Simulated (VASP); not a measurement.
Write the native input for VASP 6.6.1 that does the following.

* Task: relaxation of the atoms
* Functional: PBE
* Potentials or basis: VASP PAW PBE potentials, release 64 (Si, C)
* Cutoff: 520 eV
* k mesh: 12 × 12 × 6
* Occupations: gaussian, width 0.02 eV
* Spin: no spin polarisation
* Dipole correction: no
* Further INCAR settings: ALGO = Normal; EDIFF = 1e-06; IBRION = 2; EDIFFG = -0.008; NSW = 60

The structure of SiC lies in POSCAR:

```
SiC
1.0
    3.0919365174      0.0000000000      0.0000000000
   -1.5459682587      2.6776955709      0.0000000000
    0.4059433832      0.0000000000      5.0742922898
Si C
2 2
Direct
    0.3303578782      0.6663149748      0.4997844364
    0.6640429035      0.3336850252      0.9997844364
    0.3368380192      0.6680768201      0.8752155636
    0.6687611991      0.3319231799      0.3752155636
```

This cell differs from its parent crystal: shear of c along a, cell held: +8.0 %.

The input as run:

INCAR

```
ALGO = Normal
EDIFF = 1E-6
EDIFFG = -0.008
ENCUT = 520
GGA = PE
IBRION = 2
ISIF = 2
ISMEAR = 0
LASPH = True
LCHARG = False
LREAL = False
LWAVE = False
NELM = 60
NSW = 60
PREC = Accurate
SIGMA = 0.02
```

KPOINTS

```
k-points
0
Gamma
  12 12 6
```

Potentials or basis: VASP PAW PBE potentials, release 64 (Si, C).

The run is started by

```console
$ cat potpaw_PBE.64/Si/POTCAR potpaw_PBE.64/C/POTCAR > POTCAR
$ mpirun -np 1 vasp_std > vasp.out
```

It gave:

```yaml
Energy_gained_by_relaxing: 0.2 meV/atom
Ionic_steps: 5
Pressure_after_relaxing: -0.2 GPa
Largest_force_after_relaxing: 0.007 eV/Å
Band_gap_on_the_k_mesh: 2.07 eV (least direct gap 3.96 eV)
```

Caveat: the cell differs from its parent crystal (shear of c along a, cell held: +8.0 %).

Wall time 6.6 min on 1 thread of Oxide Virtual Turin-like Processor, with other jobs on the host, peak memory 0.21 GiB.
